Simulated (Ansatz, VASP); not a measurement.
## BN in VASP and in Ansatz

```
CELL_PARAMETERS angstrom
2.50518 0.00000 0.00000
-1.25259 2.16955 0.00000
0.00000 0.00000 4.24471
ATOMIC_POSITIONS crystal
B 0.33333 0.66667 0.99973
B 0.66667 0.33333 0.49973
N 0.33333 0.66667 0.37427
N 0.66667 0.33333 0.87427
```

Change from the starting cell: strained cell.

Alike in both runs: functional r2SCAN; k mesh 9 × 9 × 6; occupations gaussian, width 0.02 eV; no spin polarisation.

Ansatz relaxed the structure, and its values are those at the end. VASP's run is a single point on that final structure, the one shown.

|  | VASP | Ansatz |
| --- | --- | --- |
| version | VASP 6.6.1 | Ansatz 0.2.0 |
| potentials or method | VASP PAW PBE potentials, release 64 (B_h, N_h), cutoff 1460 eV | scalar-relativistic, plane waves, PAW |
| valence electrons in the cell | 16 | 16 |

Ansatz gave:

- gap on the k mesh at the Fermi level (eV): 5.62
- least direct gap on the mesh (eV): 8.62
- pressure (GPa): 8.9
- rms of the force components (eV/Å): 0.000

Question: Estimate VASP's values.

Answer: gap on the k mesh at the Fermi level (eV): 5.61; least direct gap on the mesh (eV): 8.63; pressure (GPa): 8.7; rms of the force components (eV/Å): 0.003.

VASP's potentials were made for PBE, not for r2SCAN. With one functional, cell and mesh, what is left measures potentials, basis and numerics. Ansatz's warnings: stress scf threshold loose.
